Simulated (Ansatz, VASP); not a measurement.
# CdH6 in VASP and in Ansatz

File INCAR:

```
SYSTEM = CdH6
PREC = Accurate ; ENCUT = 600
EDIFF = 1E-6 ; ISMEAR = 0
SIGMA = 0.1 ; LREAL = .False.
LASPH = .True. ; NELM = 60
ALGO = Normal ; ISIF = 3
LWAVE = .False. ; LCHARG = .False.
GGA = PE ; IBRION = 2
NSW = 90 ; EDIFFG = -0.04
```

Contents of KPOINTS:

```
regular mesh
0
Gamma
  6 6 4
  0 0 0
```

POSCAR

```
CdH6
1.0
    3.5527471977      0.0000000000      0.0000000000
    0.0000000000      3.5527471977      0.0000000000
    0.0000000000      0.0000000000      5.1549170810
Cd H
1 6
Direct
    0.0000000000      0.0000000000      0.5000000000
    0.1795618186      0.1795618186      0.0000000000
    0.8204381814      0.8204381814      0.0000000000
    0.8204381814      0.1795618186      0.0000000000
    0.1795618186      0.8204381814      0.0000000000
    0.5000000000      0.0000000000      0.5000000000
    0.0000000000      0.5000000000      0.5000000000
```

Input for Ansatz:

```yaml
crystal:
  lattice:
    - [3.5527471977, 0.0, 0.0]
    - [0.0, 3.5527471977, 0.0]
    - [0.0, 0.0, 5.154917081]
  atoms:
    - { symbol: Cd, position: [0.0, 0.0, 0.5] }
    - { symbol: H, position: [0.1795618186, 0.1795618186, 0.0] }
    - { symbol: H, position: [0.8204381814, 0.8204381814, 0.0] }
    - { symbol: H, position: [0.8204381814, 0.1795618186, 0.0] }
    - { symbol: H, position: [0.1795618186, 0.8204381814, 0.0] }
    - { symbol: H, position: [0.5, 0.0, 0.5] }
    - { symbol: H, position: [0.0, 0.5, 0.5] }
basis:
  ecutwfc: 420
kpoints:
  mp_grid: { grid: [6, 6, 4] }
hamiltonian:
  xc: pbe
scf:
  occupations: { method: gaussian, width: 0.1 }
  lower_state_search: "off"
output:
  forces: true
  stress: true
  eigenvalues: true
relax:
  adjacent_minimum: "off"
  f_tol: 0.04
  max_steps: 70
  cell: { stress_tol: 0.4 }
```

Alike in both runs: task relaxation of cell and atoms; functional PBE; k mesh 6 × 6 × 4; occupations gaussian, width 0.1 eV; no spin polarisation.

```csv
,VASP,Ansatz
version,VASP 6.6.1,Ansatz 0.2.0
potentials or method,"VASP PAW PBE potentials, release 64 (Cd, H), cutoff 600 eV","scalar-relativistic, plane waves, PAW"
valence electrons in the cell,18,26
```

Ansatz gave:

- gap on the k mesh at the Fermi level, each at its own relaxed structure (eV): none
- relaxed volume (Å³/atom): 9.63
- relaxed cell length with the largest relative difference (Å): 5.444

Q: Which values does VASP return?

A: gap on the k mesh at the Fermi level, each at its own relaxed structure (eV): none; relaxed volume (Å³/atom): 9.52; relaxed cell length with the largest relative difference (Å): 5.381.

A gap of «none» marks a metal or a gap that the smearing closes. VASP's potentials hold 18 valence electrons a cell and Ansatz's 26, so a difference there can come from the potentials and not from the codes.
